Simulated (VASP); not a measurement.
# MgO (qrp) (Fm-3m) in VASP: single point with RPBE

Aim: the single point of MgO (qrp) with RPBE.

All numbers are computed with VASP 6.6.1; they aren't measurements. Logs are shortened: lines on timing, memory, paths and dates and some standing lists are left out, and cuts for length are marked.

**Measured values to compare with.**

“Electronic structure of alkaline earth and post-transition metal oxides”, 2009, arxiv:0908.1581 quotes, for a bulk crystal of MgO: band gap 7.83 eV.

The results are compared with them further down.

### Step 1. The cell of the first run

Symmetry: Fm-3m, No. 225, cubic system. The conventional cell has a = 4.299 Å, b = 4.299 Å, c = 4.299 Å, α = 90.00°, β = 90.00°, γ = 90.00°. Mg (site symmetry m-3m) has 6 O at 2.15 Å within 2.8 Å. O (site symmetry m-3m) has 6 Mg at 2.15 Å within 2.8 Å.

### Step 2. Single point, RPBE

Contents of INCAR:

```
SYSTEM = MgO
  PREC = Accurate
  ENCUT = 600
  EDIFF = 1E-6
  ISMEAR = 0
  SIGMA = 0.02
  LREAL = .False.
  LASPH = .True.
  NELM = 120
  ALGO = Normal
  ISIF = 2
  LWAVE = .False.
  LCHARG = .False.
  GGA = RP
  NBANDS = 11
  GGA_COMPAT = .False.
```

Contents of KPOINTS:

```
Automatic mesh
0
Gamma
  8 8 8
  0 0 0
```

Contents of POSCAR:

```
MgO
1.0
    0.0000000000      2.1494104632      2.1494104632
    2.1494104632      0.0000000000      2.1494104632
    2.1494104632      2.1494104632      0.0000000000
Mg O
1 1
Direct
    0.0000000000      0.0000000000      0.0000000000
    0.5000000000      0.5000000000      0.5000000000
```

Potentials or basis: VASP PAW PBE potentials, release 64 (Mg, O).

Started as:

```
cat potpaw_PBE.64/Mg/POTCAR potpaw_PBE.64/O/POTCAR > POTCAR
mpirun -np 1 vasp_std > vasp.out
```

OUTCAR:

```text
SYSTEM = MgO
   PREC = Accurate
   ENCUT = 600
   EDIFF = 1E-6
   ISMEAR = 0
   LREAL = .False.
   LASPH = .True.
   NELM = 120
   ISIF = 2
   GGA = RP

 ion  position               nearest neighbor table
   1  0.000  0.000  0.000-   2 2.15   2 2.15   2 2.15   2 2.15   2 2.15   2 2.15
   2  0.500  0.500  0.500-   1 2.15   1 2.15   1 2.15   1 2.15   1 2.15   1 2.15

  LATTYP: Found a face centered cubic cell.
 ALAT       =     4.2988209264

  Lattice vectors:

 A1 = (   0.0000000000,   2.1494104632,   2.1494104632)
 A2 = (   2.1494104632,   0.0000000000,   2.1494104632)
 A3 = (   2.1494104632,   2.1494104632,   0.0000000000)

Analysis of symmetry for initial positions (statically):
=====================================================================
 Subroutine PRICEL returns:
 Original cell was already a primitive cell.

 Routine SETGRP: Setting up the symmetry group for a
 face centered cubic supercell.

 Subroutine GETGRP returns: Found 48 space group operations
 (whereof 48 operations were pure point group operations)
 out of a pool of 48 trial point group operations.

The static configuration has the point symmetry O_h .

Analysis of symmetry for dynamics (positions and initial velocities):
=====================================================================
 Subroutine PRICEL returns:
 Original cell was already a primitive cell.

 Routine SETGRP: Setting up the symmetry group for a
 face centered cubic supercell.

 Subroutine GETGRP returns: Found 48 space group operations
 (whereof 48 operations were pure point group operations)
 out of a pool of 48 trial point group operations.

The dynamic configuration has the point symmetry O_h .

 Subroutine INISYM returns: Found 48 space group operations
 (whereof 48 operations are pure point group operations),
 and found     1 'primitive' translations

----------------------------------------------------------------------------------------

                                     Primitive cell

  volume of cell :      19.8604

  direct lattice vectors                    reciprocal lattice vectors
     0.000000000  2.149410463  2.149410463    -0.232621925  0.232621925  0.232621925
     2.149410463  0.000000000  2.149410463     0.232621925 -0.232621925  0.232621925
     2.149410463  2.149410463  0.000000000     0.232621925  0.232621925 -0.232621925

  length of vectors
     3.039725428  3.039725428  3.039725428     0.402912993  0.402912993  0.402912993

  position of ions in fractional coordinates (direct lattice)
     0.000000000  0.000000000  0.000000000
     0.500000000  0.500000000  0.500000000

  ion indices of the primitive-cell ions
   primitive index   ion index
                 1           1
                 2           2

----------------------------------------------------------------------------------------

 KPOINTS: Automatic mesh

Automatic generation of k-mesh.
 Grid dimensions read from file:
 generate k-points for:    8    8    8

 Generating k-lattice:

  Cartesian coordinates                     Fractional coordinates (reciprocal lattice)
    -0.029077741  0.029077741  0.029077741     0.125000000  0.000000000  0.000000000
     0.029077741 -0.029077741  0.029077741     0.000000000  0.125000000  0.000000000
     0.029077741  0.029077741 -0.029077741     0.000000000  0.000000000  0.125000000

  Length of vectors
     0.050364124  0.050364124  0.050364124

  Shift w.r.t. Gamma in fractional coordinates (k-lattice)
     0.000000000  0.000000000  0.000000000

 Subroutine IBZKPT returns following result:
 ===========================================

 Found     29 irreducible k-points:

 Following reciprocal coordinates:
            Coordinates               Weight
  0.000000  0.000000  0.000000      1.000000
  0.125000  0.000000  0.000000      8.000000
  0.250000  0.000000  0.000000      8.000000
  0.375000  0.000000  0.000000      8.000000
  0.500000  0.000000  0.000000      4.000000
  0.125000  0.125000  0.000000      6.000000
[... 16 lines left out ...]
  0.500000  0.250000  0.125000     48.000000
 -0.375000  0.250000  0.125000     24.000000
 [... further k-points ...]
   k-points           NKPTS =     29   k-points in BZ     NKDIM =     29   number of bands    NBANDS=     11
   number of dos      NEDOS =    301   number of ions     NIONS =      2
   total plane-waves  NPLWV =  13824
   dimension x,y,z NGX =    24 NGY =   24 NGZ =   24
   dimension x,y,z NGXF=    48 NGYF=   48 NGZF=   48
   ions per type =               1   1
   NGX,Y,Z   is equivalent  to a cutoff of  13.13, 13.13, 13.13 a.u.
   NGXF,Y,Z  is equivalent  to a cutoff of  26.25, 26.25, 26.25 a.u.
 SYSTEM =  MgO
   PREC   = accura    normal or accurate (medium, high low for compatibility)
   ISTART =      0    job   : 0-new  1-cont  2-samecut
   ICHARG =      2    charge: 1-file 2-atom 10-const
   ISPIN  =      1    spin polarized calculation?
   LNONCOLLINEAR =      F non collinear calculations
   LSORBIT =      F    spin-orbit coupling
   LASPH  =      T    aspherical Exc in radial PAW
   ENCUT  =  600.0 eV  44.10 Ry    6.64 a.u.   6.07  6.07  6.07*2*pi/ulx,y,z
   NELM   =    120;   NELMIN=  2; NELMDL= -5     # of ELM steps
   EDIFF  = 0.1E-05   stopping-criterion for ELM
   LREAL  =      F    real-space projection
   EDIFFG = 0.1E-04   stopping-criterion for IOM
   NSW    =      0    number of steps for IOM
   IBRION =     -1    ionic relax: 0-MD 1-quasi-New 2-CG
   NFREE  =      0    steps in history (QN), initial steepest desc. (CG)
   ISIF   =      2    stress and relaxation
   ISYM   =      2    0-nonsym 1-usesym 2-fastsym
   POTIM  = 0.5000    time-step for ionic-motion
   TEBEG  =    0.0;   TEEND  =   0.0 temperature during run
   PSTRESS=    0.0 pullay stress
   NELECT =       8.0000    total number of electrons
   NUPDOWN=      -1.0000    fix difference up-down
   EMIN   =  10.00;   EMAX   =-10.00  energy-range for DOS
   EFERMI =   0.00;   METHOD = LEGACY
   ISMEAR =     0;   SIGMA  =   0.02  broadening in eV -4-tet -1-fermi 0-gaus
   EFERMI_NEDOS =   21; number of points for ismear=-14 and -15
   IALGO  =     38    algorithm
   IMIX   =      4    mixing-type and parameters
     AMIX     =   0.40;   BMIX     =  1.00
     AMIX_MAG =   1.60;   BMIX_MAG =  1.00
  volume/ion in A,a.u.               =       9.93        67.01
  Fermi-wavevector in a.u.,A,eV,Ry     =   1.209044  2.284762 19.888828  1.461788
  Thomas-Fermi vector in A             =   2.344633
   LORBIT       =      0    0 simple, 1 ext, 2 COOP (PROOUT), +10 PAW based schemes
   GGA     = RP    functional components
   LHFCALC =     F    Hartree Fock is set to
   AEXX    =    0.0000 exact exchange contribution
   IVDW    =     0    specifies the selected vdW correction
   LEPSILON=     F    determine dielectric tensor
   LRPA    =     F    only Hartree local field effects (RPA)
 non-spin polarized calculation
 Gauss-broadening in eV      SIGMA  =   0.02
  energy-cutoff  :      600.00
  volume of cell :       19.86
 maximum number of plane-waves:       684
   NGX = 13   NGY = 13   NGZ = 13

 number of electron       7.9999999 magnetization

 Free energy of the ion-electron system (eV)
  ---------------------------------------------------
  ext. energy  EPLUGINS =         0.00000000
  ---------------------------------------------------
  free energy    TOTEN  =       -11.24911710 eV

  energy without entropy =      -11.24911710  energy(sigma->0) =      -11.24911710

 E-fermi :   3.0625     XC(G=0): -10.5616

 val. band max:        2.9030712585   @ k =   0.0000   0.0000   0.0000
 cond. band min:       7.1622311308   @ k =   0.0000   0.0000   0.0000
 fundamental gap:      4.2591598722
 Fermi energy:         3.0625496445

 k-point     1 :       0.0000    0.0000    0.0000
  band No.  band energies     occupation
      1     -14.1352      2.00000
      2       2.9031      2.00000
      3       2.9031      2.00000
      4       2.9031      2.00000
      5       7.1622      0.00000
      6      18.4845      0.00000
      7      18.4845      0.00000
      8      18.4845      0.00000
      9      22.1945      0.00000
     10      23.9510      0.00000
     11      23.9510      0.00000

 k-point     2 :       0.1250    0.0000    0.0000
  band No.  band energies     occupation
      1     -13.9914      2.00000
      2       1.9828      2.00000
      3       2.8112      2.00000
      4       2.8112      2.00000
      5       8.0768      0.00000
      6      16.8135      0.00000
      7      18.8082      0.00000
      8      18.8082      0.00000
      9      22.9068      0.00000
     10      22.9068      0.00000
     11      24.1810      0.00000

 k-point     3 :       0.2500    0.0000    0.0000
  band No.  band energies     occupation
      1     -13.6203      2.00000
      2       0.3835      2.00000
      3       2.5989      2.00000
      4       2.5989      2.00000
      5       9.5459      0.00000
      6      15.2055      0.00000
      7      19.1901      0.00000
      8      19.1901      0.00000
      9      22.5330      0.00000
     10      22.5330      0.00000
     11      24.1058      0.00000

 k-point     4 :       0.3750    0.0000    0.0000
  band No.  band energies     occupation
      1     -13.2076      2.00000
      2      -0.9111      2.00000
      3       2.3986      2.00000
      4       2.3986      2.00000
      5      10.3684      0.00000
      6      14.8246      0.00000
      7      18.9331      0.00000
      8      18.9331      0.00000
      9      23.3727      0.00000
     10      23.8174      0.00000
     11      23.8174      0.00000
[... 239 lines left out ...]
 k-point    22 :       0.3750    0.2500    0.1250
  band No.  band energies     occupation
      1     -13.3549      2.00000
      2       0.0557      2.00000
      3       1.8421      2.00000
      4       2.3454      2.00000
      5      10.9023      0.00000
      6      14.2412      0.00000
      7      17.4763      0.00000
      8      19.9030      0.00000
      9      20.5892      0.00000
     10      24.7847      0.00000
     11      27.9025      0.00000

 k-point    23 :       0.5000    0.2500    0.1250
  band No.  band energies     occupation
      1     -13.0305      2.00000
      2      -0.5681      2.00000
      3       1.3096      2.00000
      4       2.1136      2.00000
      5      11.9876      0.00000
      6      14.2439      0.00000
      7      16.3341      0.00000
      8      19.4746      0.00000
      9      22.0729      0.00000
     10      24.6870      0.00000
     11      28.1350      0.00000

 k-point    24 :      -0.3750    0.2500    0.1250
  band No.  band energies     occupation
      1     -12.8876      2.00000
      2      -0.8285      2.00000
      3       1.1163      2.00000
      4       2.0025      2.00000
      5      12.2493      0.00000
      6      14.6301      0.00000
      7      15.9371      0.00000
      8      19.2267      0.00000
      9      22.8593      0.00000
     10      24.3469      0.00000
     11      28.2982      0.00000

 [... further k-points ...]
[... 5 lines left out ...]
  --------------------------------------------------------------------------------------
  -------------------------------------------------------------------------------------
  Total       -0.1427355     -0.1427355     -0.1427355     -0.0000000      0.0000000      0.0000000
  in kB      -11.5147476    -11.5147476    -11.5147476     -0.0000000      0.0000000      0.0000000
  external PRESSURE =     -11.5147476 kB  Pullay stress =       0.0000000 kB

 VOLUME and BASIS-vectors are now :
 -----------------------------------------------------------------------------
  energy-cutoff  :      600.00
  volume of cell :       19.86
      direct lattice vectors                 reciprocal lattice vectors
     0.000000000  2.149410463  2.149410463    -0.232621925  0.232621925  0.232621925
     2.149410463  0.000000000  2.149410463     0.232621925 -0.232621925  0.232621925
     2.149410463  2.149410463  0.000000000     0.232621925  0.232621925 -0.232621925

 POSITION                                       TOTAL-FORCE (eV/Angst)
 -----------------------------------------------------------------------------------
      0.00000      0.00000      0.00000         0.000000     -0.000000      0.000000
      2.14941      2.14941      2.14941         0.000000      0.000000      0.000000
 -----------------------------------------------------------------------------------
    total drift:                               -0.000000     -0.000000      0.000000

  FREE ENERGIE OF THE ION-ELECTRON SYSTEM (eV)
  ---------------------------------------------------
  free  energy   TOTEN  =       -11.2491170961 eV

  energy  without entropy=      -11.2491170961  energy(sigma->0) =      -11.24911710
```

Run time: 6.8 s. Hardware: 1 thread of Intel Xeon Platinum 8259CL at 2.50GHz (Skylake/Cascade Lake), shared host; peak memory 0.14 GiB.

Results:

- Free energy: -11.2491 eV
- Pressure: -1.2 GPa
- Band gap on the k mesh: 4.26 eV, direct

Levels at points of the mesh, in eV from the valence-band top:
```tsv
k point	band 1	band 2	band 3	band 4	band 5	band 6	band 7	band 8
(0.00, 0.00, 0.00)	-17.04	0.00	0.00	0.00	4.26	15.58	15.58	15.58
(0.50, 0.00, 0.00)	-15.92	-4.31	-0.58	-0.58	7.62	12.05	15.84	15.84
(0.50, 0.50, 0.00)	-15.69	-3.81	-1.26	-1.26	9.15	9.50	12.58	18.24
```

Caveat: the PAW data sets were made with another functional, which shifts forces and pressure a little.

### Step 3. How close it comes

Step 2. Against the measured gap of MgO, 7.83 eV (quoted in “Electronic structure of alkaline earth and post-transition metal oxides”, 2009, arxiv:0908.1581), the calculated 4.26 eV is off by -3.57 eV. The value is that of RPBE, without temperature or zero-point motion. Semilocal functionals fall short of measured gaps as a rule.
